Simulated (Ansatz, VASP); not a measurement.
## Two plane-wave programs on SnO2

POSCAR

```
SnO2
1.0
    3.1758098945      0.0000000000      0.0000000000
   -1.5879049473      2.7503321595      0.0000000000
    0.0000000000      0.0000000000     10.6076357799
Sn O
2 4
Direct
    0.0000000000      0.0000000000      0.5000000000
    0.0000000000      0.0000000000      0.0000000000
    0.6666666667      0.3333333333      0.4058620000
    0.6666666667      0.3333333333      0.0941380000
    0.3333333333      0.6666666667      0.5941380000
    0.3333333333      0.6666666667      0.9058620000
```

The input INCAR.step1:

```
SYSTEM = SnO2
  PREC = Accurate
  ENCUT = 520
  ISMEAR = 0
  SIGMA = 0.01
  LREAL = .False.
  LASPH = .True.
  NELM = 60
  NBANDS = 35
  GGA = PE
  ALGO = Normal
  EDIFF = 1E-4
  LWAVE = .True.
  LCHARG = .False.
```

The input INCAR.step2:

```
SYSTEM = SnO2
  PREC = Accurate
  ENCUT = 520
  EDIFF = 1E-6
  ISMEAR = 0
  SIGMA = 0.01
  LREAL = .False.
  LASPH = .True.
  NELM = 60
  ALGO = Normal
  ISIF = 2
  LWAVE = .False.
  LCHARG = .False.
  METAGGA = R2SCAN
  LMIXTAU = .True.
  IVDW = 12
  VDW_S6 = 1.0
  VDW_S8 = 0.78981345
  VDW_A1 = 0.49484001
  VDW_A2 = 5.73083694
  NBANDS = 35
  ISTART = 1
```

KPOINTS

```
regular mesh
0
Gamma
  12 12 2
  0 0 0
```

Input for Ansatz:

```yaml
crystal:
  lattice:
    - [3.1758098945494893, 0.0, 0.0]
    - [-1.5879049472747446, 2.7503321594615553, 0.0]
    - [0.0, 0.0, 10.607635779919656]
  atoms:
    - { symbol: Sn, position: [0.0, 0.0, 0.5] }
    - { symbol: Sn, position: [0.0, 0.0, 0.0] }
    - { symbol: O, position: [0.6666666666666666, 0.3333333333333333, 0.405862] }
    - { symbol: O, position: [0.6666666666666666, 0.3333333333333333, 0.094138] }
    - { symbol: O, position: [0.3333333333333333, 0.6666666666666666, 0.594138] }
    - { symbol: O, position: [0.3333333333333333, 0.6666666666666666, 0.905862] }
basis:
  ecutwfc: 600.0
kpoints:
  mp_grid:
    grid: [12, 12, 2]
hamiltonian:
  xc: r2scan
  dispersion: d3bj
scf:
  occupations:
    method: fixed
output:
  stress: true
```

Alike in both runs: task single point; functional r2SCAN; dispersion D3(BJ); k mesh 12 × 12 × 2; no spin polarisation.

```csv
,VASP,Ansatz
version,VASP 6.6.1,Ansatz 0.2.0
potentials or method,"VASP PAW PBE potentials, release 64 (Sn_d, O), cutoff 520 eV","plane waves, PAW"
occupations,"gaussian, width 0.01 eV",fixed
valence electrons in the cell,52,52
```

```tsv
	VASP	Ansatz	Ansatz less VASP
pressure (GPa)	1.1	0.1	-1.02
traceless stress, the component that is largest in VASP (GPa)	-1.38	-0.79	+0.584
```

VASP's potentials were made for PBE, not for r2SCAN. Ansatz's warnings: dispersion damping borrowed.
